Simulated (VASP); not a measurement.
Ta2W: relaxation of cell and atoms with r2SCAN

Crystal: Ta2W.

```xyz
3
Lattice="4.7407 0.0000 0.0000 -2.3704 4.1056 0.0000 0.0000 0.0000 2.6868" Properties=species:S:1:pos:R:3 pbc="T T T"
Ta    0.0000    2.7371    1.3434
Ta    2.3704    1.3685    1.3434
W     0.0000    0.0000    0.0000
```

```yaml
Program: VASP 6.6.1
Task: relaxation of cell and atoms
Functional: r2SCAN
Potentials_or_basis: VASP PAW PBE potentials, release 64 (Ta_pv, W_sv)
Cutoff: 600 eV
k_mesh: 6 × 6 × 6
Occupations: gaussian, width 0.1 eV
Spin: no spin polarisation
Dipole_correction: no
Further_INCAR_settings: ALGO = Normal; EDIFF = 1e-06; IBRION = 2; EDIFFG = -0.04; NSW = 90; ISIF = 3
```

```yaml
Relaxed_volume: 17.59 Å³/atom
Relaxed_cell: a = 4.809 Å, b = 4.809 Å, c = 2.635 Å, α = 90.00°, β = 90.00°, γ = 120.00°
Space_group_after_relaxing_to_0.1_Å: P6/mmm (No. 191)
Energy_gained_by_relaxing: 18.6 meV/atom
Ionic_steps: 5
Pressure_after_relaxing: 0.0 GPa
Band_gap_on_the_k_mesh: zero (bands 18 and 19 overlap by 1.58 eV)
```

Step by step:
```csv
step,energy change (eV),largest force (eV/Å),pressure (GPa),volume (Å³)
1,0.0000,0.0000,0.88,52.30
2,0.0211,0.0000,1.32,52.92
3,-0.0554,0.0000,0.71,52.61
4,-0.0538,0.0000,-1.57,53.14
5,-0.0557,0.0000,0.01,52.77
```

Final structure:
```yaml
crystal:
  lattice:
    - [4.80894, 0.00000, 0.00000]
    - [-2.40447, 4.16466, 0.00000]
    - [0.00000, 0.00000, 2.63466]
  atoms:
    - { symbol: Ta, position: [0.33333, 0.66667, 0.50000] }
    - { symbol: Ta, position: [0.66667, 0.33333, 0.50000] }
    - { symbol: W, position: [0.00000, 0.00000, 0.00000] }
```

Levels at points of the mesh, in eV from the Fermi level:
```csv
k point,band 16,band 17,band 18,band 19,band 20,band 21
"(0.00, 0.00, 0.00)",-1.82,-1.82,-1.46,0.79,0.79,3.04
"(0.50, 0.00, 0.00)",-1.71,-1.69,-1.31,0.57,2.36,3.01
"(0.00, 0.00, 0.50)",-2.18,0.11,0.11,1.71,1.71,3.67
"(0.50, 0.00, 0.50)",-1.15,-0.89,0.20,0.86,1.09,2.46
```

Wall time 8.4 min on 1 thread of AMD EPYC 7R13 Processor (Zen 3) (shared host), peak memory 0.21 GiB.

Caveat: the k points lie up to 0.40 Å⁻¹ apart in the final cell, too coarse for converged energies and pressures of a metal; the PAW data sets were made with another functional, which shifts forces and pressure a little; spin-orbit coupling is left out, which moves the levels of the heavy elements.
